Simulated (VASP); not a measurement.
Wanted: the native input for a VASP 6.6.1 run.

| Item | Value |
| --- | --- |
| Task | single point |
| Functional | PBEsol |
| Potentials or basis | VASP PAW PBE potentials, release 64 (Rb_sv, Br) |
| Cutoff | 520 eV |
| k mesh | 6 × 6 × 6 |
| Occupations | gaussian, width 0.01 eV |
| Spin | non-collinear spin, zero start, spin-orbit coupling |
| Starting moments | [[0.0, 0.0, 0.0], [0.0, 0.0, 0.0]] μB |
| Dipole correction | no |
| Further INCAR settings | ALGO = Normal; EDIFF = 1e-06; NBANDS = 28 |

The structure of RbBr lies in POSCAR:

```
RbBr
1.0
    3.4249237635      3.4249237635      0.0000000000
   -3.4249237635      3.4249237635      0.0000000000
    0.0000000000      3.4249237635      3.4249237635
Rb Br
1 1
Direct
    0.0000000000      0.0000000000      0.0000000000
    0.5000000000      0.5000000000      0.0000000000
```

These files were run (other wordings do the same):

INCAR

```
ALGO     = Normal         # electronic algorithm
EDIFF    = 1E-6           # SCF threshold, eV
ENCUT    = 520            # plane-wave cutoff, eV
GGA      = PS             # functional
GGA_COMPAT= False        
ISIF     = 2              # what is computed and relaxed
ISMEAR   = 0              # smearing method
LASPH    = True           # aspherical terms in the spheres
LCHARG   = False          # write CHGCAR
LORBIT   = 11             # projections on sites
LORBMOM  = True         
LREAL    = False          # projectors in reciprocal space
LSORBIT  = True           # spin-orbit coupling
LWAVE    = False          # write WAVECAR
MAGMOM   = 0 0 0 0 0 0    # initial moments
NBANDS   = 28             # bands
NELM     = 150            # most SCF steps
PREC     = Accurate       # precision mode
SIGMA    = 0.01           # smearing width, eV
```

KPOINTS

```
k-points
0
Gamma
  6 6 6
```

Potentials or basis: VASP PAW PBE potentials, release 64 (Rb_sv, Br).

Launch:

```console
$ cat potpaw_PBE.64/Rb_sv/POTCAR potpaw_PBE.64/Br/POTCAR > POTCAR
$ mpirun -np 1 vasp_ncl > vasp.out
```

It gave:

```
Pressure                                              : 0.0 GPa
Net moment                                            : 0.00 μB per cell
Valence electrons inside the program's atomic spheres : Rb 7.31; Br 4.87
```

Caveat: the PAW data sets were made with another functional, which shifts forces and pressure a little.

It took 91 s on 1 thread of Oxide Virtual Turin-like Processor, on a shared host, peak memory 0.36 GiB.
